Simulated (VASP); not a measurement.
Nb: single point with BLYP

Nb:

```
Nb
1.0
     2.93382    0.00000    0.00000
    -1.46691    2.54077    0.00000
     0.00000    0.00000    5.42581
Nb
2
Direct
  0.33333 0.66667 0.25000
  0.66667 0.33333 0.75000
```

This cell differs from its parent crystal: volume scaled by 1.04.

- Program: VASP 6.6.1
- Task: single point
- Functional: BLYP
- Potentials or basis: VASP PAW PBE potentials, release 64 (Nb_sv)
- Cutoff: 520 eV
- k mesh: 14 × 14 × 7
- Occupations: fermi-dirac, width 0.1 eV
- Spin: no spin polarisation
- Dipole correction: no
- Further INCAR settings: ALGO = Normal; EDIFF = 1e-06; NBANDS = 20

| Quantity | Value |
| --- | --- |
| Pressure | -5.5 GPa |
| Band gap on the k mesh | zero (band 13 reaches 11.96 eV, above the bottom of band 14 at 9.95 eV) |

Stress tensor (GPa, compression positive):
```
-5.88  0.00  0.00
 0.00 -5.88  0.00
 0.00  0.00 -4.75
```

Levels at points of the mesh, in eV from the Fermi level:
```
           k point  band 11  band 12  band 13  band 14  band 15  band 16
(0.00, 0.00, 0.00)    -0.99     0.30     0.30     0.40     0.66     0.66
(0.50, 0.00, 0.00)    -2.84    -0.50     0.26     0.30     0.75     3.85
```

Run time: 46 s on 1 thread of Intel(R) Xeon(R) Platinum 8488C (Sapphire Rapids), with other jobs on the host, peak memory 0.19 GiB.

Caveat: the PAW data sets were made with another functional, which shifts forces and pressure a little.
